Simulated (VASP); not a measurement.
Ca:

```xyz
1
Lattice="0.0000 2.7942 2.7942 2.7942 0.0000 2.7942 2.7942 2.7942 0.0000" Properties=species:S:1:pos:R:3 pbc="T T T"
Ca    0.0000    0.0000    0.0000
```

* Program: VASP 6.6.1
* Task: relaxation of volume and atoms at fixed shape
* Functional: LDA
* Potentials or basis: VASP PAW LDA potentials, release 64 (Ca_sv)
* Cutoff: 600 eV
* k mesh: 14 × 14 × 14
* Occupations: fermi-dirac, width 0.05 eV
* Spin: no spin polarisation

At the start: pressure -2.1 GPa; volume 43.63 Å³/atom.

Question: Where does the relaxation end?

Answer: Over 4 steps the energy falls by 40.2 meV/atom and the volume is 38.07 Å³/atom (-12.7 %); space group Fm-3m (No. 225, to 0.05 Å).

Step by step:
| step | energy change (eV) | largest force (eV/Å) | pressure (GPa) | volume (Å³) |
| --- | --- | --- | --- | --- |
| 1 | 0.0000 | 0.0000 | -2.13 | 43.63 |
| 2 | -0.0344 | 0.0000 | -0.91 | 40.07 |
| 3 | -0.0402 | 0.0000 | -0.06 | 38.19 |
| 4 | -0.0402 | 0.0000 | 0.00 | 38.07 |

Final structure:
```
Ca
1.0
     0.00000    2.67012    2.67012
     2.67012    0.00000    2.67012
     2.67012    2.67012    0.00000
Ca
1
Direct
  0.00000 0.00000 0.00000
```

Caveat: the volume moved by -13 % from the deposited cell, more than functionals usually miss.
